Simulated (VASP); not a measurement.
Set up this calculation in VASP 6.6.1, as the native input.

| Item | Value |
| --- | --- |
| Task | single point |
| Functional | PBEsol |
| Potentials or basis | VASP PAW PBE potentials, release 64 (Ir) |
| Cutoff | 520 eV |
| k mesh | 19 × 19 × 19 |
| Occupations | fermi-dirac, width 0.08 eV |
| Spin | no spin polarisation |
| Dipole correction | no |
| Further INCAR settings | ALGO = Normal; EDIFF = 1e-06; NBANDS = 10 |

The structure of Ir lies in POSCAR:

```
Ir
1.0
    0.0000000000      1.7783401761      1.7783401761
    1.7783401761      0.0000000000      1.7783401761
    1.7783401761      1.7783401761      0.0000000000
Ir
1
Direct
    0.0000000000      0.0000000000      0.0000000000
```

This cell differs from its parent crystal: volume scaled by 0.8.

One way to write it, as run:

INCAR

```
  ALGO = Normal
  EDIFF = 1E-6
  ENCUT = 520
  GGA = PS
  ISIF = 2
  ISMEAR = -1
  LASPH = T
  LCHARG = T
  LELF = T
  LREAL = F
  LVHAR = T
  LWAVE = F
  NBANDS = 10
  NELM = 100
  PREC = Accurate
  SIGMA = 0.08
```

KPOINTS

```
k-points
0
Gamma
  19 19 19
```

Potentials or basis: VASP PAW PBE potentials, release 64 (Ir).

Run with:

```sh
$ cat potpaw_PBE.64/Ir/POTCAR > POTCAR
$ mpirun -np 1 vasp_std > vasp.out
```

Results of the run:

* Pressure: 153.9 GPa

Caveat: the PAW data sets were made with another functional, which shifts forces and pressure a little.

Run time: 34 s on 1 thread of Intel Xeon 8259CL, with other jobs on the host, peak memory 0.15 GiB.
